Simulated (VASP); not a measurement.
# Ir4F in VASP: single point with r2SCAN

Aim: the single point of Ir4F with r2SCAN.

Program: VASP 6.6.1. These are calculated values, not measurements. Logs are shortened: lines on timing, memory, paths and dates and some standing lists are left out, and cuts for length are marked.

**1. The cell of the first run**

The cell holds a slab with vacuum, 5 atoms: a = 2.718 Å, b = 2.718 Å, c = 24.766 Å, α = 90.00°, β = 90.00°, γ = 90.00°.

**2. Single point, r2SCAN**

Contents of POSCAR:

```
Ir4F
1.0
    2.7182807111      0.0000000000      0.0000000000
    0.0000000000      2.7182807111      0.0000000000
    0.0000000000      0.0000000000     24.7663441720
Ir F
4 1
Direct
    0.5000000000      0.5000000000      0.3432076991
    0.0000000000      0.0000000000      0.4208176488
    0.5000000000      0.5000000000      0.4989389497
    0.0000000000      0.0000000000      0.5725799416
    0.0000000000      0.5000000000      0.6362165011
```

Contents of INCAR.step1:

```
PREC = Accurate
ENCUT = 520
ISMEAR = 0
SIGMA = 0.1
LREAL = F
LASPH = T
NELM = 100
LDIPOL = T
IDIPOL = 3
DIPOL = 0.5 0.5 0.494
NBANDS = 30
GGA = PE
ALGO = Normal
EDIFF = 1E-4
LWAVE = T
LCHARG = F
```

Contents of INCAR.step2:

```
PREC = Accurate
ENCUT = 520
EDIFF = 1E-7
ISMEAR = 0
SIGMA = 0.1
LREAL = F
LASPH = T
NELM = 100
ALGO = Normal
ISIF = 2
LWAVE = F
LCHARG = F
LDIPOL = T
IDIPOL = 3
DIPOL = 0.5 0.5 0.494
METAGGA = R2SCAN
LMIXTAU = T
NBANDS = 30
ISTART = 1
```

Contents of KPOINTS:

```
Automatic mesh
0
Gamma
  11 11 1
```

Potentials or basis: VASP PAW PBE potentials, release 64 (Ir, F).

Started as:

```sh
$ cat potpaw_PBE.64/Ir/POTCAR potpaw_PBE.64/F/POTCAR > POTCAR
$ cp INCAR.step1 INCAR
$ mpirun -np 1 vasp_std > vasp.out
$ cp INCAR.step2 INCAR
$ mpirun -np 1 vasp_std > vasp.out
```

OUTCAR:

```text
PREC = Accurate
   ENCUT = 520
   EDIFF = 1E-7
   ISMEAR = 0
   LREAL = F
   LASPH = T
   NELM = 100
   ISIF = 2
   METAGGA = R2SCAN
   ISTART = 1

 ion  position               nearest neighbor table
   1  0.500  0.500  0.343-   2 2.72   2 2.72   2 2.72   2 2.72
   2  0.000  0.000  0.421-   1 2.72   1 2.72   1 2.72   1 2.72   3 2.73   3 2.73   3 2.73   3 2.73

   3  0.500  0.500  0.499-   4 2.65   4 2.65   4 2.65   4 2.65   2 2.73   2 2.73   2 2.73   2 2.73

   4  0.000  0.000  0.573-   5 2.08   5 2.08   3 2.65   3 2.65   3 2.65   3 2.65
   5  0.000  0.500  0.636-   4 2.08   4 2.08

  LATTYP: Found a simple tetragonal cell.
 ALAT       =     2.7182807111
 C/A-ratio  =     9.1110325990

  Lattice vectors:

 A1 = (   2.7182807111,   0.0000000000,   0.0000000000)
 A2 = (   0.0000000000,   2.7182807111,   0.0000000000)
 A3 = (   0.0000000000,   0.0000000000,  24.7663441720)

Analysis of symmetry for initial positions (statically):
=====================================================================
 Subroutine PRICEL returns:
 Original cell was already a primitive cell.

 Routine SETGRP: Setting up the symmetry group for a
 simple tetragonal supercell.

 Subroutine GETGRP returns: Found  4 space group operations
 (whereof  4 operations were pure point group operations)
 out of a pool of 16 trial point group operations.

The static configuration has the point symmetry C_2v.

Analysis of symmetry for dynamics (positions and initial velocities):
=====================================================================
 Subroutine PRICEL returns:
 Original cell was already a primitive cell.

 Routine SETGRP: Setting up the symmetry group for a
 simple tetragonal supercell.

 Subroutine GETGRP returns: Found  4 space group operations
 (whereof  4 operations were pure point group operations)
 out of a pool of 16 trial point group operations.

The dynamic configuration has the point symmetry C_2v.

 Subroutine INISYM returns: Found  4 space group operations
 (whereof  4 operations are pure point group operations),
 and found     1 'primitive' translations

----------------------------------------------------------------------------------------

                                     Primitive cell

  volume of cell :     182.9998

  direct lattice vectors                    reciprocal lattice vectors
     2.718280711  0.000000000  0.000000000     0.367879592  0.000000000  0.000000000
     0.000000000  2.718280711  0.000000000     0.000000000  0.367879592  0.000000000
     0.000000000  0.000000000 24.766344172     0.000000000  0.000000000  0.040377376
[... 99 lines left out ...]
   TEBEG  =    0.0;   TEEND  =   0.0 temperature during run
   PSTRESS=    0.0 pullay stress
   NELECT =      43.0000    total number of electrons
   NUPDOWN=      -1.0000    fix difference up-down
   EMIN   =  10.00;   EMAX   =-10.00  energy-range for DOS
   EFERMI =   0.00;   METHOD = LEGACY
   ISMEAR =     0;   SIGMA  =   0.10  broadening in eV -4-tet -1-fermi 0-gaus
   EFERMI_NEDOS =   21; number of points for ismear=-14 and -15
   IALGO  =     38    algorithm
   IMIX   =      4    mixing-type and parameters
     AMIX     =   0.40;   BMIX     =  1.00
     AMIX_MAG =   1.60;   BMIX_MAG =  1.00
  volume/ion in A,a.u.               =      36.60       246.99
  Fermi-wavevector in a.u.,A,eV,Ry     =   1.010216  1.909031 13.885234  1.020536
  Thomas-Fermi vector in A             =   2.143191
   LORBIT       =      0    0 simple, 1 ext, 2 COOP (PROOUT), +10 PAW based schemes
   METAGGA = R2SCAN    functional components
   LHFCALC =     F    Hartree Fock is set to
   AEXX    =    0.0000 exact exchange contribution
   IVDW    =     0    specifies the selected vdW correction
   LEPSILON=     F    determine dielectric tensor
   LRPA    =     F    only Hartree local field effects (RPA)
 non-spin polarized calculation
 Gauss-broadening in eV      SIGMA  =   0.10
  energy-cutoff  :      520.00
  volume of cell :      183.00
 maximum number of plane-waves:      4964
   NGX = 11   NGY = 11   NGZ = 93

 number of electron      42.9999986 magnetization

 dipolmoment           0.000000      0.000000      0.066272 electrons x Angstroem

 Free energy of the ion-electron system (eV)
  ---------------------------------------------------
  ext. energy  EPLUGINS =         0.00000000
  ---------------------------------------------------
  free energy    TOTEN  =      -212.09360357 eV

  energy without entropy =     -212.06774232  energy(sigma->0) =     -212.08067294

 E-fermi :  -1.0112     XC(G=0):  -5.8312

 val. band max:       -1.0223553721   @ k =   0.3636   0.3636   0.0000
 cond. band min:      -0.9976888917   @ k =   0.0000   0.2727   0.0000
 fundamental gap:      0.0246664804
 Fermi energy:        -1.0111622671

 k-point     1 :       0.0000    0.0000    0.0000
  band No.  band energies     occupation
      1     -26.4386      2.00000
      2     -11.8103      2.00000
      3      -9.9150      2.00000
      4      -9.1789      2.00000
      5      -8.4986      2.00000
      6      -8.1425      2.00000
[... 781 lines left out ...]
     29       5.7525      0.00000
     30       7.6311      0.00000

 [... further k-points ...]

------------------------ aborting loop because EDIFF is reached ----------------------------------------

 vacuum level on the upper side and lower side of the slab       (xc-potential included)         0.796        -0.790

  FORCE on cell =-STRESS in cart. coord.  units (eV):
  Direction    XX          YY          ZZ          XY          YZ          ZX
  --------------------------------------------------------------------------------------
  -------------------------------------------------------------------------------------
  Total       -1.0341835     -1.1444231     -0.0239146      0.0000000      0.0000000      0.0000000
  in kB       -9.0543584    -10.0195145     -0.2093746      0.0000000      0.0000000      0.0000000
  external PRESSURE =      -6.4277491 kB  Pullay stress =       0.0000000 kB

 VOLUME and BASIS-vectors are now :
 -----------------------------------------------------------------------------
  energy-cutoff  :      520.00
  volume of cell :      183.00
      direct lattice vectors                 reciprocal lattice vectors
     2.718280711  0.000000000  0.000000000     0.367879592  0.000000000  0.000000000
     0.000000000  2.718280711  0.000000000     0.000000000  0.367879592  0.000000000
     0.000000000  0.000000000 24.766344172     0.000000000  0.000000000  0.040377376

 POSITION                                       TOTAL-FORCE (eV/Angst)
 -----------------------------------------------------------------------------------
      1.35914      1.35914      8.50000         0.000000      0.000000      1.012595
      0.00000      0.00000     10.42211         0.000000      0.000000     -1.194270
      1.35914      1.35914     12.35689         0.000000      0.000000     -0.555400
      0.00000      0.00000     14.18071         0.000000      0.000000      0.567406
      0.00000      1.35914     15.75676         0.000000      0.000000      0.169669
 -----------------------------------------------------------------------------------
    total drift:                                0.000000      0.000000     -0.006466

  FREE ENERGIE OF THE ION-ELECTRON SYSTEM (eV)
  ---------------------------------------------------
  free  energy   TOTEN  =      -212.0936035693 eV

  energy  without entropy=     -212.0677423177  energy(sigma->0) =     -212.08067294

 vacuum level on the upper side and lower side of the slab         6.279         4.657
```

OUTCAR.step1:

```text
PREC = Accurate
   ENCUT = 520
   ISMEAR = 0
   LREAL = F
   LASPH = T
   NELM = 100
   GGA = PE
[... 1032 lines left out ...]
      0.00000      0.00000     14.18071         0.000000      0.000000      0.280582
      0.00000      1.35914     15.75676         0.000000      0.000000      0.677334
 -----------------------------------------------------------------------------------
    total drift:                                0.000000      0.000000     -0.009136

  FREE ENERGIE OF THE ION-ELECTRON SYSTEM (eV)
  ---------------------------------------------------
  free  energy   TOTEN  =       -36.7021508567 eV

  energy  without entropy=      -36.6754469932  energy(sigma->0) =      -36.68879892

 vacuum level on the upper side and lower side of the slab         5.570         4.314
```

Wall time 15 min (1 thread of Intel Xeon 6975P-C (Granite Rapids), shared host); peak memory 0.39 GiB.

Results:

```
Free energy            : -212.0936 eV
Largest force          : 1.194 eV/Å
Band gap on the k mesh : zero (an odd number of electrons rules out a gap without spin polarisation)
```

Forces on the atoms (eV/Å):
```
Ir   0.000  0.000  1.013
Ir   0.000  0.000 -1.194
Ir   0.000  0.000 -0.555
Ir   0.000  0.000  0.567
F    0.000  0.000  0.170
```

Levels at points of the mesh, in eV from the Fermi level:
| k point | band 18 | band 19 | band 20 | band 21 | band 22 | band 23 | band 24 | band 25 |
| --- | --- | --- | --- | --- | --- | --- | --- | --- |
| (0.00, 0.00, 0.00) | -1.88 | -1.38 | -1.26 | -0.41 | -0.18 | 0.12 | 0.40 | 0.97 |

Caveat: the PAW data sets were made with another functional, which shifts forces and pressure a little; spin-orbit coupling is left out, which moves the levels of the heavy elements; an odd number of electrons without spin polarisation forces a metal; a magnetic or distorted state may lie lower.

The gap in the log of VASP goes by the Fermi energy; the results here count the filled bands.